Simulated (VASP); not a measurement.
# Tl2Os (R-3m) in VASP: relaxation of cell and atoms with PBE

Aim: the relaxation of cell and atoms of Tl2Os with PBE.

Program: VASP 6.6.1. These are calculated values, not measurements. Logs are shortened: lines on timing, memory, paths and dates and some standing lists are left out, and cuts for length are marked.

**1. The cell of the first run**

Symmetry: R-3m, No. 166, trigonal system. The conventional cell has a = 3.838 Å, b = 3.838 Å, c = 17.389 Å, α = 90.00°, β = 90.00°, γ = 120.00°. Tl (site symmetry 3m) has 3 Os at 2.65 Å within 3.5 Å. Os (site symmetry -3m) has 6 Tl at 2.65 Å within 3.5 Å.

**2. Relaxation of cell and atoms, PBE**

File INCAR:

```
SYSTEM = Tl2Os
ALGO = Normal
EDIFF = 1E-6
EDIFFG = -0.04
ENCUT = 600
GGA = PE
IBRION = 2
ISIF = 3
ISMEAR = 0
LASPH = .TRUE.
LCHARG = .FALSE.
LREAL = .FALSE.
LWAVE = .FALSE.
NELM = 60
NSW = 90
PREC = Accurate
SIGMA = 0.1
```

File KPOINTS:

```
k-points
0
G
  6 6 6
  0 0 0
```

File POSCAR:

```
Tl2Os
1.0
    1.9191775240      1.1080376601      5.7964070726
   -1.9191775240      1.1080376601      5.7964070726
    0.0000000000     -2.2160753201      5.7964070726
Tl Os
2 1
Direct
    0.7500000000      0.7500000000      0.7500000000
    0.2500000000      0.2500000000      0.2500000000
    0.0000000000      0.0000000000      0.0000000000
```

Potentials or basis: VASP PAW PBE potentials, release 64 (Tl_d, Os).

Command:

```console
$ cat potpaw_PBE.64/Tl_d/POTCAR potpaw_PBE.64/Os/POTCAR > POTCAR
$ mpirun -np 1 vasp_std > vasp.out
```

OUTCAR:

```text
SYSTEM = Tl2Os
   EDIFF = 1E-6
   EDIFFG = -0.04
   ENCUT = 600
   GGA = PE
   IBRION = 2
   ISIF = 3
   ISMEAR = 0
   LASPH = .TRUE.
   LREAL = .FALSE.
   NELM = 60
   NSW = 90
   PREC = Accurate

 ion  position               nearest neighbor table
   1  0.750  0.750  0.750-   3 2.65   3 2.65   3 2.65   2 3.65   2 3.65   2 3.65   2 3.65   2 3.65
                             2 3.65
   2  0.250  0.250  0.250-   3 2.65   3 2.65   3 2.65   1 3.65   1 3.65   1 3.65   1 3.65   1 3.65
                             1 3.65
   3  0.000  0.000  0.000-   1 2.65   2 2.65   1 2.65   1 2.65   2 2.65   2 2.65

  LATTYP: Found a trigonal (rhomboedric) cell.
 ALAT       =     6.2055881894
 COS(alpha) =     0.8087090651

  Lattice vectors:

 A1 = (   1.9191775240,   1.1080376601,   5.7964070726)
 A2 = (  -1.9191775240,   1.1080376601,   5.7964070726)
 A3 = (   0.0000000000,  -2.2160753201,   5.7964070726)

Analysis of symmetry for initial positions (statically):
=====================================================================
 Subroutine PRICEL returns:
 Original cell was already a primitive cell.

 Routine SETGRP: Setting up the symmetry group for a
 trigonal (rhombohedral) supercell.

 Subroutine GETGRP returns: Found 12 space group operations
 (whereof 12 operations were pure point group operations)
 out of a pool of 12 trial point group operations.

The static configuration has the point symmetry D_3d.

Analysis of symmetry for dynamics (positions and initial velocities):
=====================================================================
 Subroutine PRICEL returns:
 Original cell was already a primitive cell.

 Routine SETGRP: Setting up the symmetry group for a
 trigonal (rhombohedral) supercell.

 Subroutine GETGRP returns: Found 12 space group operations
 (whereof 12 operations were pure point group operations)
 out of a pool of 12 trial point group operations.

The dynamic configuration has the point symmetry D_3d.

 Subroutine INISYM returns: Found 12 space group operations
 (whereof 12 operations are pure point group operations),
 and found     1 'primitive' translations

----------------------------------------------------------------------------------------

                                     Primitive cell

  volume of cell :      73.9571

  direct lattice vectors                    reciprocal lattice vectors
     1.919177524  1.108037660  5.796407073     0.260528270  0.150416067  0.057506888
    -1.919177524  1.108037660  5.796407073    -0.260528270  0.150416067  0.057506888
     0.000000000 -2.216075320  5.796407073     0.000000000 -0.300832134  0.057506888

  length of vectors
     6.205588189  6.205588189  6.205588189     0.306279308  0.306279308  0.306279308

  position of ions in fractional coordinates (direct lattice)
     0.750000000  0.750000000  0.750000000
     0.250000000  0.250000000  0.250000000
     0.000000000  0.000000000  0.000000000

  ion indices of the primitive-cell ions
   primitive index   ion index
                 1           1
                 2           2
                 3           3

----------------------------------------------------------------------------------------

 KPOINTS: k-points

Automatic generation of k-mesh.
 Grid dimensions read from file:
 generate k-points for:    6    6    6

 Generating k-lattice:

  Cartesian coordinates                     Fractional coordinates (reciprocal lattice)
     0.043421378  0.025069344  0.009584481     0.166666667 -0.000000000  0.000000000
    -0.043421378  0.025069344  0.009584481    -0.000000000  0.166666667  0.000000000
     0.000000000 -0.050138689  0.009584481     0.000000000  0.000000000  0.166666667

  Length of vectors
     0.051046551  0.051046551  0.051046551

  Shift w.r.t. Gamma in fractional coordinates (k-lattice)
     0.000000000  0.000000000  0.000000000

 Subroutine IBZKPT returns following result:
 ===========================================

 Found     32 irreducible k-points:

 Following reciprocal coordinates:
            Coordinates               Weight
  0.000000  0.000000  0.000000      1.000000
  0.166667 -0.000000 -0.000000      6.000000
  0.333333  0.000000  0.000000      6.000000
  0.500000  0.000000  0.000000      3.000000
  0.166667  0.166667 -0.000000      6.000000
  0.333333  0.166667 -0.000000     12.000000
[... 16 lines left out ...]
  0.500000  0.500000  0.166667      6.000000
 -0.333333  0.500000  0.166667     12.000000
 [... further k-points ...]
   k-points           NKPTS =     32   k-points in BZ     NKDIM =     32   number of bands    NBANDS=     21
   number of dos      NEDOS =    301   number of ions     NIONS =      3
   total plane-waves  NPLWV = 125000
   dimension x,y,z NGX =    50 NGY =   50 NGZ =   50
   dimension x,y,z NGXF=   100 NGYF=  100 NGZF=  100
   ions per type =               2   1
   NGX,Y,Z   is equivalent  to a cutoff of  13.39, 13.39, 13.39 a.u.
   NGXF,Y,Z  is equivalent  to a cutoff of  26.79, 26.79, 26.79 a.u.
 SYSTEM =  Tl2Os
   PREC   = accura    normal or accurate (medium, high low for compatibility)
   ISTART =      0    job   : 0-new  1-cont  2-samecut
   ICHARG =      2    charge: 1-file 2-atom 10-const
   ISPIN  =      1    spin polarized calculation?
   LNONCOLLINEAR =      F non collinear calculations
   LSORBIT =      F    spin-orbit coupling
   LASPH  =      T    aspherical Exc in radial PAW
   ENCUT  =  600.0 eV  44.10 Ry    6.64 a.u.  12.39 12.39 12.39*2*pi/ulx,y,z
   NELM   =     60;   NELMIN=  2; NELMDL= -5     # of ELM steps
   EDIFF  = 0.1E-05   stopping-criterion for ELM
   LREAL  =      F    real-space projection
   EDIFFG = -.4E-01   stopping-criterion for IOM
   NSW    =     90    number of steps for IOM
   IBRION =      2    ionic relax: 0-MD 1-quasi-New 2-CG
   NFREE  =      1    steps in history (QN), initial steepest desc. (CG)
   ISIF   =      3    stress and relaxation
   ISYM   =      2    0-nonsym 1-usesym 2-fastsym
   POTIM  = 0.5000    time-step for ionic-motion
   TEBEG  =    0.0;   TEEND  =   0.0 temperature during run
   PSTRESS=    0.0 pullay stress
   NELECT =      34.0000    total number of electrons
   NUPDOWN=      -1.0000    fix difference up-down
   EMIN   =  10.00;   EMAX   =-10.00  energy-range for DOS
   EFERMI =   0.00;   METHOD = LEGACY
   ISMEAR =     0;   SIGMA  =   0.10  broadening in eV -4-tet -1-fermi 0-gaus
   EFERMI_NEDOS =   21; number of points for ismear=-14 and -15
   IALGO  =     38    algorithm
   IMIX   =      4    mixing-type and parameters
     AMIX     =   0.40;   BMIX     =  1.00
     AMIX_MAG =   1.60;   BMIX_MAG =  1.00
  volume/ion in A,a.u.               =      24.65       166.36
  Fermi-wavevector in a.u.,A,eV,Ry     =   1.263498  2.387665 21.720708  1.596427
  Thomas-Fermi vector in A             =   2.396852
   LORBIT       =      0    0 simple, 1 ext, 2 COOP (PROOUT), +10 PAW based schemes
   GGA     = PE    functional components
   LHFCALC =     F    Hartree Fock is set to
   AEXX    =    0.0000 exact exchange contribution
   IVDW    =     0    specifies the selected vdW correction
   LEPSILON=     F    determine dielectric tensor
   LRPA    =     F    only Hartree local field effects (RPA)
 conjugate gradient relaxation of ions
 non-spin polarized calculation
 Gauss-broadening in eV      SIGMA  =   0.10
  energy-cutoff  :      600.00
  volume of cell :       73.96
 maximum number of plane-waves:      2504
 NGX is ok and might be reduce to    50
   NGX = 25   NGY = 25   NGZ = 25

--------------------------------------- Ionic step        1  -------------------------------------------

 number of electron      33.9999998 magnetization

 Free energy of the ion-electron system (eV)
  ---------------------------------------------------
  ext. energy  EPLUGINS =         0.00000000
  ---------------------------------------------------
  free energy    TOTEN  =       -11.82508520 eV

  energy without entropy =      -11.81035482  energy(sigma->0) =      -11.81772001

------------------------ aborting loop because EDIFF is reached ----------------------------------------

  FORCE on cell =-STRESS in cart. coord.  units (eV):
  Direction    XX          YY          ZZ          XY          YZ          ZX
  --------------------------------------------------------------------------------------
  -------------------------------------------------------------------------------------
  Total        4.4757073      4.4757073      3.5136570      0.0000000      0.0000000      0.0000000
  in kB       96.9599666     96.9599666     76.1184876      0.0000000      0.0000000      0.0000000
  external PRESSURE =      90.0128069 kB  Pullay stress =       0.0000000 kB
[... 22 lines left out ...]
  energy  without entropy=      -11.8103548242  energy(sigma->0) =      -11.81772001

--------------------------------------- Ionic step        2  -------------------------------------------

 number of electron      34.0000004 magnetization

 E-fermi :   4.1807     XC(G=0):  -9.7410

 val. band max:        4.1237298491   @ k =   0.5000   0.3333  -0.0000
 cond. band min:       4.2114407778   @ k =  -0.1667   0.3333   0.1667
 fundamental gap:      0.0877109287
 Fermi energy:         4.1807355061

 k-point     1 :       0.0000    0.0000    0.0000
  band No.  band energies     occupation
      1      -6.8481      2.00000
      2      -6.8481      2.00000
      3      -6.7811      2.00000
      4      -6.7761      2.00000
      5      -6.7761      2.00000
      6      -6.7546      2.00000
[... 634 lines left out ...]
  FREE ENERGIE OF THE ION-ELECTRON SYSTEM (eV)
  ---------------------------------------------------
  free  energy   TOTEN  =       -12.0637269990 eV

  energy  without entropy=      -12.0452224143  energy(sigma->0) =      -12.05447471

[... ionic steps 4 to 13 ...]

--------------------------------------- Ionic step       14  -------------------------------------------

 number of electron      33.9999999 magnetization

------------------------ aborting loop because EDIFF is reached ----------------------------------------

  FORCE on cell =-STRESS in cart. coord.  units (eV):
  Direction    XX          YY          ZZ          XY          YZ          ZX
  --------------------------------------------------------------------------------------
  -------------------------------------------------------------------------------------
  Total        0.3312604      0.3312604      0.2410592     -0.0000000      0.0000000     -0.0000000
  in kB        7.4398508      7.4398508      5.4140023     -0.0000000      0.0000000     -0.0000000
  external PRESSURE =       6.7645680 kB  Pullay stress =       0.0000000 kB
[... 59 lines left out ...]
  energy  without entropy=      -12.1836677235  energy(sigma->0) =      -12.19402814

--------------------------------------- Ionic step       16  -------------------------------------------

 number of electron      34.0000000 magnetization

 Free energy of the ion-electron system (eV)
  ---------------------------------------------------
  ext. energy  EPLUGINS =         0.00000000
  ---------------------------------------------------
  free energy    TOTEN  =       -12.20557335 eV

  energy without entropy =      -12.18423936  energy(sigma->0) =      -12.19490636

 E-fermi :   6.3342     XC(G=0): -10.9181

 val. band max:        6.2933958354   @ k =  -0.3333   0.1667   0.0000
 cond. band min:       6.3667035895   @ k =  -0.1667   0.1667   0.0000
 fundamental gap:      0.0733077540
 Fermi energy:         6.3341665770

 k-point     1 :       0.0000    0.0000    0.0000
  band No.  band energies     occupation
      1      -5.2068      2.00000
      2      -5.2068      2.00000
      3      -5.0860      2.00000
      4      -5.0133      2.00000
      5      -5.0133      2.00000
      6      -4.8522      2.00000
[... 597 lines left out ...]
  FREE ENERGIE OF THE ION-ELECTRON SYSTEM (eV)
  ---------------------------------------------------
  free  energy   TOTEN  =       -12.2055733487 eV

  energy  without entropy=      -12.1842393626  energy(sigma->0) =      -12.19490636

 reached required accuracy - stopping structural energy minimisation
```

Run time: 17 min. Hardware: 1 thread of AMD EPYC 7R13 (Zen 3), shared host; peak memory 0.39 GiB.

What came out:

```yaml
Free_energy: -12.2056 eV
Relaxed_volume: 24.04 Å³/atom
Relaxed_cell: a = 5.874 Å, b = 5.874 Å, c = 5.874 Å, α = 38.98°, β = 38.98°, γ = 38.98°
Space_group_after_relaxing_to_0.1_Å: R-3m (No. 166)
Energy_gained_by_relaxing: 126.8 meV/atom
Ionic_steps: 16
Pressure_after_relaxing: 0.2 GPa
Largest_force_after_relaxing: 0.005 eV/Å
Band_gap_on_the_k_mesh: zero (bands 17 and 18 overlap by 0.09 eV)
```

Forces in eV/Å, atoms in the order of the input:
```
Tl   0.000  0.000  0.005
Tl   0.000  0.000 -0.005
Os   0.000  0.000  0.000
```

Stress tensor (GPa, compression positive):
```
 0.25  0.00  0.00
 0.00  0.25  0.00
 0.00  0.00 -0.04
```

Step by step:
```
step  energy change (eV)  largest force (eV/Å)  pressure (GPa)  volume (Å³)
   1              0.0000                1.6912            9.00        73.96
   2              0.0010                0.5785           -6.64        89.79
   3             -0.2386                0.3394           -0.85        81.05
   4             -0.2388                0.3645           -0.68        80.88
   5             -0.2388                0.3851           -0.57        80.73
   6             -0.2562                0.3838           -0.49        79.88
   7             -0.3047                0.3707           -0.23        77.33
   8             -0.3688                0.2901            1.08        72.36
   9              0.0486                1.2798           12.22        62.88
  10             -0.3569                0.4199            2.10        71.87
  11             -0.3060                0.0118            5.42        67.30
  12             -0.3565                0.4126            2.60        71.09
  13             -0.3667                0.2995            2.05        71.16
  14             -0.3785                0.0216            0.68        71.34
  15             -0.3793                0.0140            0.55        71.53
  16             -0.3805                0.0054            0.15        72.11
```

Final structure:
```
Tl Os
1.0
     1.95975    1.13146    5.42028
    -1.95975    1.13146    5.42028
     0.00000   -2.26293    5.42028
Tl Os
2 1
Direct
  0.76441 0.76441 0.76441
  0.23559 0.23559 0.23559
  0.00000 0.00000 0.00000
```

Caveat: spin-orbit coupling is left out, which moves the levels of the heavy elements.
